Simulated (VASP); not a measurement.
Rb: single point with PBEsol

Rb:

```
Rb
1.0
    -2.80600    2.70078    2.70078
     2.80600   -2.91122    2.91122
     2.80600    2.91122   -2.91122
Rb
1
Direct
  0.00000 0.00000 0.00000
```

This cell differs from its parent crystal: strain -0.0750 x Voigt [0, 0, 0, 1, 0, 0].

- Program: VASP 6.6.1
- Task: single point
- Functional: PBEsol
- Potentials or basis: VASP PAW PBE potentials, release 64 (Rb_sv)
- Cutoff: 520 eV
- k mesh: 12 × 12 × 12
- Occupations: gaussian, width 0.15 eV
- Spin: no spin polarisation
- Dipole correction: no
- Further INCAR settings: ALGO = Fast; EDIFF = 1e-06; NBANDS = 10

The pressure is -0.1 GPa and the band gap on the k mesh is zero (an odd number of electrons rules out a gap without spin polarisation).

Stress tensor (GPa, compression positive):
```
-0.04  0.00  0.00
 0.00 -0.06  0.14
 0.00  0.14 -0.06
```

Levels at points of the mesh, in eV from the Fermi level:
| k point | band 1 | band 2 | band 3 | band 4 | band 5 | band 6 | band 7 | band 8 |
| --- | --- | --- | --- | --- | --- | --- | --- | --- |
| (0.00, 0.00, 0.00) | -28.84 | -12.89 | -12.88 | -12.88 | -2.01 | 3.54 | 3.61 | 3.89 |
| (0.50, 0.00, 0.00) | -28.84 | -13.01 | -12.93 | -12.89 | 0.37 | 1.00 | 2.58 | 4.12 |
| (0.00, 0.50, 0.00) | -28.84 | -13.00 | -12.92 | -12.88 | 0.24 | 0.81 | 2.57 | 4.35 |
| (0.00, 0.50, 0.50) | -28.84 | -12.98 | -12.91 | -12.88 | 0.09 | 0.63 | 2.60 | 4.55 |
| (0.50, 0.50, 0.50) | -28.83 | -12.98 | -12.96 | -12.94 | 1.24 | 1.26 | 3.31 | 3.32 |

It took 2.4 min on 1 thread of AMD EPYC 9R45 96-Core Processor (Zen 5), on a shared host, peak memory 0.36 GiB.

Caveat: the cell differs from its parent crystal (strain -0.0750 x Voigt [0, 0, 0, 1, 0, 0]); the PAW data sets were made with another functional, which shifts forces and pressure a little.
